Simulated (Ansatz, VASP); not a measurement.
## EuS: VASP beside Ansatz

INCAR

```
ALGO = Normal
EDIFF = 1E-7
EDIFFG = -0.05
ENCUT = 600
GGA = PE
GGA_COMPAT = F
IBRION = 2
ISIF = 3
ISMEAR = -1
ISPIN = 2
IVDW = 13
LASPH = T
LCHARG = F
LMAXMIX = 6
LORBIT = 11
LREAL = F
LWAVE = F
MAGMOM = 7 0
NELM = 200
NELMIN = 4
NSW = 80
PREC = Accurate
SIGMA = 0.1
```

Contents of KPOINTS:

```
k-points
0
Gamma
  6 6 6
```

File POSCAR:

```
EuS
1.0
    4.2122350000      0.0000000000      0.0000000000
    2.1061175000      3.6479025167      0.0000000000
    2.1061175000      1.2159675056      3.4392754756
Eu S
1 1
Direct
    0.0000000000      0.0000000000      0.0000000000
    0.5000000000      0.5000000000      0.5000000000
```

Input for Ansatz:

```yaml
crystal:
  lattice:
    - [4.212235, 0.0, 0.0]
    - [2.1061175000000003, 3.6479025167099444, 0.0]
    - [2.1061175000000003, 1.2159675055699817, 3.4392754755640995]
  atoms:
    - { symbol: Eu, position: [0.0, 0.0, 0.0] }
    - { symbol: S, position: [0.49999999999999994, 0.5, 0.49999999999999994] }
kpoints:
  mp_grid:
    grid: [6, 6, 6]
hamiltonian:
  xc: pbe
  dispersion: d4
magnetization:
  spin_polarized: true
  per_species:
    Eu: 7.0
scf:
  occupations:
    method: fermi_dirac
relax:
  f_tol: 0.05
  cell: {}
```

Alike in both runs: task relaxation of cell and atoms; functional PBE; dispersion D4; k mesh 6 × 6 × 6; collinear spin.

|  | VASP | Ansatz |
| --- | --- | --- |
| version | VASP 6.6.1 | Ansatz 0.2.0 |
| potentials or method | VASP PAW PBE potentials, release 64 (Eu, S) | plane waves, PAW |
| plane-wave cutoff (eV) | 600 | 420 |
| occupations | fermi-dirac, width 0.1 eV | fermi-dirac |
| valence electrons in the cell | 23 | 23 |

VASP gave:

| Item | Value |
| --- | --- |
| net moment per atom (μB) | 3.46 |
| size of the moment on the site where the two differ most (μB) | 6.54 |
| relaxed volume (Å³/atom) | 23.92 |
| relaxed length of the cell vector where the two differ most in proportion (Å) | 4.075 |

**Question.** What did Ansatz give for the same quantities?

**Answer.** net moment per atom (μB): 3.46; size of the moment on the site where the two differ most (μB): 6.68; relaxed volume (Å³/atom): 24.04; relaxed length of the cell vector where the two differ most in proportion (Å): 4.082.

Site moments also hang on the region over which each program counts them.

Neither program's run includes spin-orbit coupling.
